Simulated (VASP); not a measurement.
# Ga3PN2 (P-3m1) in VASP: notebook

Ga3PN2 is run at these levels: PBE; tasks: single point, relaxation of cell and atoms.

All numbers are computed with VASP 6.6.1; they aren't measurements. Logs are shortened: lines on timing, memory, paths and dates and some standing lists are left out, and cuts for length are marked.

### 1 The cell of the first run

Symmetry: P-3m1, No. 164, trigonal system. Conventional cell: a = 3.166 Å, b = 3.166 Å, c = 8.404 Å, α = 90.00°, β = 90.00°, γ = 120.00°. Ga (site symmetry -3m) has 6 N at 2.22 Å within 2.9 Å. Ga (site symmetry 3m) has 3 N at 2.17 Å and 3 P at 2.55 Å within 2.9 Å. P (site symmetry -3m) has 6 Ga at 2.55 Å and 6 P at 3.17 Å within 3.4 Å. N (site symmetry 3m) has 6 Ga at 2.17 to 2.22 Å within 2.9 Å.

### 2 Single point, PBE

Contents of INCAR:

```
SYSTEM = Ga3PN2
  PREC = Accurate
  ENCUT = 520
  EDIFF = 1E-6
  ISMEAR = 0
  SIGMA = 0.1
  LREAL = .FALSE.
  LASPH = .TRUE.
  NELM = 100
  ALGO = Normal
  ISIF = 2
  LWAVE = .FALSE.
  LCHARG = .FALSE.
  GGA = PE
  NBANDS = 36
```

Contents of KPOINTS:

```
Automatic mesh
0
G
  6 6 4
  0 0 0
```

Contents of POSCAR:

```
Ga3PN2
1.0
    3.1663685627      0.0000000000      0.0000000000
   -1.5831842814      2.7421556130      0.0000000000
    0.0000000000      0.0000000000      8.4042865077
Ga P N
3 1 2
Direct
    0.0000000000      0.0000000000      0.5000000000
    0.6666666667      0.3333333333      0.7888407113
    0.3333333333      0.6666666667      0.2111592887
    0.0000000000      0.0000000000      0.0000000000
    0.6666666667      0.3333333333      0.3499385312
    0.3333333333      0.6666666667      0.6500614688
```

Potentials or basis: VASP PAW PBE potentials, release 64 (Ga_d, P, N).

Started as:

```bash
$ cat potpaw_PBE.64/Ga_d/POTCAR potpaw_PBE.64/P/POTCAR potpaw_PBE.64/N/POTCAR > POTCAR
$ mpirun -np 1 vasp_std > vasp.out
```

OUTCAR:

```text
SYSTEM = Ga3PN2
   PREC = Accurate
   ENCUT = 520
   EDIFF = 1E-6
   ISMEAR = 0
   LREAL = .FALSE.
   LASPH = .TRUE.
   NELM = 100
   ISIF = 2
   GGA = PE

 ion  position               nearest neighbor table
   1  0.000  0.000  0.500-   5 2.22   6 2.22   6 2.22   5 2.22   5 2.22   6 2.22
   2  0.667  0.333  0.789-   6 2.17   6 2.17   6 2.17   4 2.55   4 2.55   4 2.55
   3  0.333  0.667  0.211-   5 2.17   5 2.17   5 2.17   4 2.55   4 2.55   4 2.55
   4  0.000  0.000  0.000-   2 2.55   3 2.55   3 2.55   2 2.55   2 2.55   3 2.55
   5  0.667  0.333  0.350-   3 2.17   3 2.17   3 2.17   1 2.22   1 2.22   1 2.22
   6  0.333  0.667  0.650-   2 2.17   2 2.17   2 2.17   1 2.22   1 2.22   1 2.22

  LATTYP: Found a hexagonal cell.
 ALAT       =     3.1663685627
 C/A-ratio  =     2.6542350776

  Lattice vectors:

 A1 = (   3.1663685627,   0.0000000000,   0.0000000000)
 A2 = (  -1.5831842814,   2.7421556130,   0.0000000000)
 A3 = (   0.0000000000,   0.0000000000,   8.4042865077)

Analysis of symmetry for initial positions (statically):
=====================================================================
 Subroutine PRICEL returns:
 Original cell was already a primitive cell.

 Routine SETGRP: Setting up the symmetry group for a
 hexagonal supercell.

 Subroutine GETGRP returns: Found 12 space group operations
 (whereof 12 operations were pure point group operations)
 out of a pool of 24 trial point group operations.

The static configuration has the point symmetry D_3d.

Analysis of symmetry for dynamics (positions and initial velocities):
=====================================================================
 Subroutine PRICEL returns:
 Original cell was already a primitive cell.

 Routine SETGRP: Setting up the symmetry group for a
 hexagonal supercell.

 Subroutine GETGRP returns: Found 12 space group operations
 (whereof 12 operations were pure point group operations)
 out of a pool of 24 trial point group operations.

The dynamic configuration has the point symmetry D_3d.

 Subroutine INISYM returns: Found 12 space group operations
 (whereof 12 operations are pure point group operations),
 and found     1 'primitive' translations

----------------------------------------------------------------------------------------

                                     Primitive cell

  volume of cell :      72.9717

  direct lattice vectors                    reciprocal lattice vectors
     3.166368563  0.000000000  0.000000000     0.315819204  0.182338303  0.000000000
    -1.583184281  2.742155613  0.000000000     0.000000000  0.364676605  0.000000000
     0.000000000  0.000000000  8.404286508     0.000000000  0.000000000  0.118986900

  length of vectors
     3.166368563  3.166368563  8.404286508     0.364676605  0.364676605  0.118986900

  position of ions in fractional coordinates (direct lattice)
     0.000000000  0.000000000  0.500000000
     0.666666667  0.333333333  0.788840711
     0.333333333  0.666666667  0.211159289
     0.000000000  0.000000000  0.000000000
     0.666666667  0.333333333  0.349938531
     0.333333333  0.666666667  0.650061469

  ion indices of the primitive-cell ions
   primitive index   ion index
                 1           1
                 2           2
                 3           3
                 4           4
                 5           5
                 6           6

----------------------------------------------------------------------------------------

 KPOINTS: Automatic mesh

Automatic generation of k-mesh.
 Grid dimensions read from file:
 generate k-points for:    6    6    4

 Generating k-lattice:

  Cartesian coordinates                     Fractional coordinates (reciprocal lattice)
     0.052636534  0.030389717  0.000000000     0.166666667  0.000000000  0.000000000
     0.000000000  0.060779434  0.000000000     0.000000000  0.166666667  0.000000000
     0.000000000  0.000000000  0.029746725     0.000000000  0.000000000  0.250000000

  Length of vectors
     0.060779434  0.060779434  0.029746725

  Shift w.r.t. Gamma in fractional coordinates (k-lattice)
     0.000000000  0.000000000  0.000000000

 Subroutine IBZKPT returns following result:
 ===========================================

 Found     24 irreducible k-points:

 Following reciprocal coordinates:
            Coordinates               Weight
  0.000000  0.000000  0.000000      1.000000
  0.166667  0.000000  0.000000      6.000000
  0.333333  0.000000  0.000000      6.000000
  0.500000  0.000000  0.000000      3.000000
  0.166667  0.166667  0.000000      6.000000
  0.333333  0.166667  0.000000     12.000000
[... 16 lines left out ...]
  0.333333  0.166667  0.500000     12.000000
  0.333333  0.333333  0.500000      2.000000
   k-points           NKPTS =     24   k-points in BZ     NKDIM =     24   number of bands    NBANDS=     36
   number of dos      NEDOS =    301   number of ions     NIONS =      6
   total plane-waves  NPLWV =  36864
   dimension x,y,z NGX =    24 NGY =   24 NGZ =   64
   dimension x,y,z NGXF=    48 NGYF=   48 NGZF=  128
   ions per type =               3   1   2
   NGX,Y,Z   is equivalent  to a cutoff of  12.60, 12.60, 12.66 a.u.
   NGXF,Y,Z  is equivalent  to a cutoff of  25.20, 25.20, 25.32 a.u.
 SYSTEM =  Ga3PN2
   PREC   = accura    normal or accurate (medium, high low for compatibility)
   ISTART =      0    job   : 0-new  1-cont  2-samecut
   ICHARG =      2    charge: 1-file 2-atom 10-const
   ISPIN  =      1    spin polarized calculation?
   LNONCOLLINEAR =      F non collinear calculations
   LSORBIT =      F    spin-orbit coupling
   LASPH  =      T    aspherical Exc in radial PAW
   ENCUT  =  520.0 eV  38.22 Ry    6.18 a.u.   5.89  5.89 15.63*2*pi/ulx,y,z
   NELM   =    100;   NELMIN=  2; NELMDL= -5     # of ELM steps
   EDIFF  = 0.1E-05   stopping-criterion for ELM
   LREAL  =      F    real-space projection
   EDIFFG = 0.1E-04   stopping-criterion for IOM
   NSW    =      0    number of steps for IOM
   IBRION =     -1    ionic relax: 0-MD 1-quasi-New 2-CG
   NFREE  =      0    steps in history (QN), initial steepest desc. (CG)
   ISIF   =      2    stress and relaxation
   ISYM   =      2    0-nonsym 1-usesym 2-fastsym
   POTIM  = 0.5000    time-step for ionic-motion
   TEBEG  =    0.0;   TEEND  =   0.0 temperature during run
   PSTRESS=    0.0 pullay stress
   NELECT =      54.0000    total number of electrons
   NUPDOWN=      -1.0000    fix difference up-down
   EMIN   =  10.00;   EMAX   =-10.00  energy-range for DOS
   EFERMI =   0.00;   METHOD = LEGACY
   ISMEAR =     0;   SIGMA  =   0.10  broadening in eV -4-tet -1-fermi 0-gaus
   EFERMI_NEDOS =   21; number of points for ismear=-14 and -15
   IALGO  =     38    algorithm
   IMIX   =      4    mixing-type and parameters
     AMIX     =   0.40;   BMIX     =  1.00
     AMIX_MAG =   1.60;   BMIX_MAG =  1.00
  volume/ion in A,a.u.               =      12.16        82.07
  Fermi-wavevector in a.u.,A,eV,Ry     =   1.480771  2.798252 29.833266  2.192683
  Thomas-Fermi vector in A             =   2.594764
   LORBIT       =      0    0 simple, 1 ext, 2 COOP (PROOUT), +10 PAW based schemes
   GGA     = PE    functional components
   LHFCALC =     F    Hartree Fock is set to
   AEXX    =    0.0000 exact exchange contribution
   IVDW    =     0    specifies the selected vdW correction
   LEPSILON=     F    determine dielectric tensor
   LRPA    =     F    only Hartree local field effects (RPA)
 non-spin polarized calculation
 Gauss-broadening in eV      SIGMA  =   0.10
  energy-cutoff  :      520.00
  volume of cell :       72.97
 maximum number of plane-waves:      1988
   NGX = 11   NGY = 11   NGZ = 31

 number of electron      53.9999994 magnetization

 Free energy of the ion-electron system (eV)
  ---------------------------------------------------
  ext. energy  EPLUGINS =         0.00000000
  ---------------------------------------------------
  free energy    TOTEN  =       -29.77984206 eV

  energy without entropy =      -29.77483030  energy(sigma->0) =      -29.77733618

 E-fermi :   8.1515     XC(G=0): -12.0735

 val. band max:        8.0736324819   @ k =   0.0000   0.0000   0.2500
 cond. band min:       8.2139103475   @ k =   0.3333   0.0000   0.0000
 fundamental gap:      0.1402778656
 Fermi energy:         8.1515065376

 k-point     1 :       0.0000    0.0000    0.0000
  band No.  band energies     occupation
      1      -9.1605      2.00000
      2      -7.9737      2.00000
      3      -7.3410      2.00000
      4      -7.3207      2.00000
      5      -7.3207      2.00000
      6      -7.2351      2.00000
[... 28 lines left out ...]
     35      15.1388      0.00000
     36      15.8420      0.00000

 k-point     2 :       0.1667    0.0000    0.0000
  band No.  band energies     occupation
      1      -8.8349      2.00000
      2      -8.1040      2.00000
      3      -7.3160      2.00000
      4      -7.2938      2.00000
      5      -7.2711      2.00000
      6      -7.2355      2.00000
[... 28 lines left out ...]
     35      15.9072      0.00000
     36      16.6023      0.00000

 k-point     3 :       0.3333    0.0000    0.0000
  band No.  band energies     occupation
      1      -8.3902      2.00000
      2      -8.1102      2.00000
      3      -7.3356      2.00000
      4      -7.3052      2.00000
      5      -7.2855      2.00000
      6      -7.2607      2.00000
[... 28 lines left out ...]
     35      15.0317      0.00000
     36      15.6742      0.00000

 k-point     4 :       0.5000    0.0000    0.0000
  band No.  band energies     occupation
      1      -8.4199      2.00000
      2      -7.9643      2.00000
      3      -7.3577      2.00000
      4      -7.3215      2.00000
      5      -7.3141      2.00000
      6      -7.2804      2.00000
[... 28 lines left out ...]
     35      15.0337      0.00000
     36      16.1140      0.00000

 k-point     5 :       0.1667    0.1667    0.0000
  band No.  band energies     occupation
      1      -8.3860      2.00000
      2      -8.2197      2.00000
      3      -7.2952      2.00000
      4      -7.2936      2.00000
      5      -7.2596      2.00000
      6      -7.2255      2.00000
[... 655 lines left out ...]
 k-point    22 :       0.1667    0.1667    0.5000
  band No.  band energies     occupation
      1      -8.3784      2.00000
      2      -8.2233      2.00000
      3      -7.3214      2.00000
      4      -7.2929      2.00000
      5      -7.2529      2.00000
      6      -7.2498      2.00000
[... 28 lines left out ...]
     35      15.6594      0.00000
     36      16.1557      0.00000

 k-point    23 :       0.3333    0.1667    0.5000
  band No.  band energies     occupation
      1      -8.3263      2.00000
      2      -8.0848      2.00000
      3      -7.3332      2.00000
      4      -7.3085      2.00000
      5      -7.2892      2.00000
      6      -7.2351      2.00000
[... 28 lines left out ...]
     35      15.3101      0.00000
     36      15.5199      0.00000

 k-point    24 :       0.3333    0.3333    0.5000
  band No.  band energies     occupation
      1      -8.1964      2.00000
      2      -8.1964      2.00000
      3      -7.2945      2.00000
      4      -7.2888      2.00000
      5      -7.2610      2.00000
      6      -7.2610      2.00000
[... 28 lines left out ...]
     35      15.3223      0.00000
     36      15.9327      0.00000

------------------------ aborting loop because EDIFF is reached ----------------------------------------

  FORCE on cell =-STRESS in cart. coord.  units (eV):
  Direction    XX          YY          ZZ          XY          YZ          ZX
  --------------------------------------------------------------------------------------
  -------------------------------------------------------------------------------------
  Total        0.1855156      0.1855156      0.2401043     -0.0000000     -0.0000000     -0.0000000
  in kB        4.0732089      4.0732089      5.2717666     -0.0000000     -0.0000000     -0.0000000
  external PRESSURE =       4.4727282 kB  Pullay stress =       0.0000000 kB

 VOLUME and BASIS-vectors are now :
 -----------------------------------------------------------------------------
  energy-cutoff  :      520.00
  volume of cell :       72.97
      direct lattice vectors                 reciprocal lattice vectors
     3.166368563  0.000000000  0.000000000     0.315819204  0.182338303  0.000000000
    -1.583184281  2.742155613  0.000000000     0.000000000  0.364676605  0.000000000
     0.000000000  0.000000000  8.404286508     0.000000000  0.000000000  0.118986900

 POSITION                                       TOTAL-FORCE (eV/Angst)
 -----------------------------------------------------------------------------------
      0.00000      0.00000      4.20214         0.000000      0.000000      0.000000
      1.58318      0.91405      6.62964         0.000000     -0.000000      0.048311
     -0.00000      1.82810      1.77464        -0.000000      0.000000     -0.048311
      0.00000      0.00000      0.00000         0.000000      0.000000      0.000000
      1.58318      0.91405      2.94098        -0.000000      0.000000      0.004051
     -0.00000      1.82810      5.46330         0.000000     -0.000000     -0.004051
 -----------------------------------------------------------------------------------
    total drift:                                0.000000     -0.000000      0.000000

  FREE ENERGIE OF THE ION-ELECTRON SYSTEM (eV)
  ---------------------------------------------------
  free  energy   TOTEN  =       -29.7798420637 eV

  energy  without entropy=      -29.7748303009  energy(sigma->0) =      -29.77733618
```

Wall time 49 s (1 thread of AMD EPYC 9R45 (Zen 5), shared host); peak memory 0.18 GiB.

What came out:

```yaml
Free_energy: -29.7798 eV
Pressure: 0.4 GPa
Largest_force: 0.048 eV/Å
Band_gap_on_the_k_mesh: zero (band 27 reaches 9.93 eV, above the bottom of band 28 at 7.68 eV)
```

Forces on the atoms (eV/Å):
```
Ga   0.000  0.000  0.000
Ga   0.000  0.000  0.048
Ga   0.000  0.000 -0.048
P    0.000  0.000  0.000
N    0.000  0.000  0.004
N    0.000  0.000 -0.004
```

Caveat: the k points lie up to 0.38 Å⁻¹ apart.

### 3 Single point, PBE

This run uses another cell than the first one, of 17.96 Å³/atom, 1.477 times its volume.

Contents of INCAR:

```
SYSTEM = Ga3PN2
ALGO = Normal ; EDIFF = 1E-6
ENCUT = 520 ; GGA = PE
ISIF = 2 ; ISMEAR = 0
LASPH = .True. ; LCHARG = .False.
LREAL = .False. ; LWAVE = .False.
NBANDS = 36 ; NELM = 60
PREC = Accurate ; SIGMA = 0.1
```

Contents of KPOINTS:

```
k-points
0
Gamma
  6 6 4
  0 0 0
```

Contents of POSCAR:

```
Ga3PN2
1.0
    4.2899423000      0.0000000000      0.0000000000
   -2.1449711500      3.7151990100      0.0000000000
    0.0000000000      0.0000000000      6.7623570600
Ga P N
3 1 2
Direct
    0.0000000000      0.0000000000      0.5000000000
    0.6666666700      0.3333333300      0.6493157700
    0.3333333300      0.6666666700      0.3506842300
    0.0000000000      0.0000000000      0.0000000000
    0.6666666700      0.3333333300      0.2483411600
    0.3333333300      0.6666666700      0.7516588400
```

Potentials or basis: VASP PAW PBE potentials, release 64 (Ga_d, P, N).

Started as:

```bash
$ cat potpaw_PBE.64/Ga_d/POTCAR potpaw_PBE.64/P/POTCAR potpaw_PBE.64/N/POTCAR > POTCAR
$ mpirun -np 1 vasp_std > vasp.out
```

OUTCAR:

```text
SYSTEM = Ga3PN2
   EDIFF = 1E-6
   ENCUT = 520
   GGA = PE
   ISIF = 2
   ISMEAR = 0
   LASPH = .True.
   LREAL = .False.
   NELM = 60
   PREC = Accurate

 ion  position               nearest neighbor table
   1  0.000  0.000  0.500-   2 2.67   3 2.67   3 2.67   2 2.67   2 2.67   3 2.67
   2  0.667  0.333  0.649-   1 2.67   1 2.67   1 2.67
   3  0.333  0.667  0.351-   1 2.67   1 2.67   1 2.67
   4  0.000  0.000  0.000-
[... 1141 lines left out ...]
  --------------------------------------------------------------------------------------
  -------------------------------------------------------------------------------------
  Total       -6.9902394     -6.9902394     -6.9279595      0.0000000      0.0000000      0.0000000
  in kB     -103.9132677   -103.9132676   -102.9874471      0.0000000      0.0000000      0.0000000
  external PRESSURE =    -103.6046608 kB  Pullay stress =       0.0000000 kB

 VOLUME and BASIS-vectors are now :
 -----------------------------------------------------------------------------
  energy-cutoff  :      520.00
  volume of cell :      107.78
      direct lattice vectors                 reciprocal lattice vectors
     4.289942300  0.000000000  0.000000000     0.233103368  0.134582293  0.000000000
    -2.144971150  3.715199010  0.000000000     0.000000000  0.269164585  0.000000000
     0.000000000  0.000000000  6.762357060     0.000000000  0.000000000  0.147877433

 POSITION                                       TOTAL-FORCE (eV/Angst)
 -----------------------------------------------------------------------------------
      0.00000      0.00000      3.38118        -0.000000      0.000000      0.000000
      2.14497      1.23840      4.39091        -0.000000      0.000000      1.241749
     -0.00000      2.47680      2.37145         0.000000      0.000000     -1.241749
      0.00000      0.00000      0.00000        -0.000000      0.000000      0.000000
      2.14497      1.23840      1.67937         0.000000      0.000000      0.309393
     -0.00000      2.47680      5.08299         0.000000     -0.000000     -0.309393
 -----------------------------------------------------------------------------------
    total drift:                               -0.000000      0.000000      0.000000

  FREE ENERGIE OF THE ION-ELECTRON SYSTEM (eV)
  ---------------------------------------------------
  free  energy   TOTEN  =       -21.8565287038 eV

  energy  without entropy=      -21.8453375879  energy(sigma->0) =      -21.85093315
```

stdout:

```text
POSCAR found type information on POSCAR GaP N
 POSCAR found :  3 types and       6 ions
 scaLAPACK will be used
 LDA part: xc-table for (Slater+PW92), standard interpolation
 POSCAR, INCAR and KPOINTS ok, starting setup
 FFT: planning ... GRIDC
 FFT: planning ... GRID_SOFT
 FFT: planning ... GRID
 WAVECAR not read
 entering main loop
```

It took 73 s on 1 thread of AMD EPYC 9R45 (Zen 5), shared host; peak memory 0.22 GiB.

Results:

```
Free energy            : -21.8565 eV
Pressure               : -10.4 GPa
Largest force          : 1.242 eV/Å
Band gap on the k mesh : zero (band 27 reaches 4.02 eV, above the bottom of band 28 at 3.19 eV)
```

Forces on the atoms (eV/Å):
```
Ga   0.000  0.000  0.000
Ga   0.000  0.000  1.242
Ga   0.000  0.000 -1.242
P    0.000  0.000  0.000
N    0.000  0.000  0.309
N    0.000  0.000 -0.309
```

Levels at points of the mesh, in eV from the Fermi level:
| k point | band 23 | band 24 | band 25 | band 26 | band 27 | band 28 | band 29 | band 30 | band 31 | band 32 |
| --- | --- | --- | --- | --- | --- | --- | --- | --- | --- | --- |
| (0.00, 0.00, 0.00) | -1.84 | -1.84 | -1.44 | -0.68 | 0.08 | 0.08 | 0.48 | 0.89 | 1.27 | 1.27 |
| (0.50, 0.00, 0.00) | -3.24 | -2.18 | -1.94 | -1.54 | 0.00 | 0.56 | 0.83 | 1.25 | 1.96 | 3.34 |
| (0.00, 0.00, 0.50) | -2.07 | -1.67 | -1.67 | -1.28 | -0.06 | -0.06 | 0.43 | 0.83 | 0.83 | 1.49 |
| (0.50, 0.00, 0.50) | -2.65 | -2.63 | -2.22 | -1.14 | 0.21 | 0.39 | 0.76 | 1.36 | 1.63 | 1.75 |

Caveat: forces of over 1 eV/Å act on the atoms, so gaps and moduli don't describe the material at rest.

(Continued in part 2 of 2.)
